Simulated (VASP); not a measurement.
Runs of VASP 6.6.1 on F. The structure is that of space group P6_3/mmc (No. 194), or close to it. The cells are those of the table. 

```csv
level,cell,gap on the mesh (eV),pressure (GPa)
PBE,"a = 2.683, b = 2.683, c = 2.894 Å, angles 90.0, 90.0, 120.0°, 2 atoms",none,(a)
RPBE,"a = 1.906, b = 1.906, c = 2.698 Å, angles 90.0, 90.0, 120.0°, 2 atoms",none,438.7
PBE,"a = 2.356, b = 2.356, c = 2.870 Å, angles 90.0, 90.0, 120.0°, 2 atoms",none,61.1
PBE,"a = 2.180, b = 2.180, c = 2.837 Å, angles 90.0, 90.0, 120.0°, 2 atoms",none,128.2
```

Alike in all rows: task single point; potentials or basis VASP PAW PBE potentials, release 64 (F); no spin polarisation; k mesh 18 × 18 × 10; cutoff (eV) 520; smearing fermi-dirac 0.05 eV.

Estimate the missing entries.

(a) 11.3.

Caveats: the PAW data sets were made with another functional, which shifts forces and pressure a little (some runs).

A gap of «none» marks levels without a gap at the run's occupations.
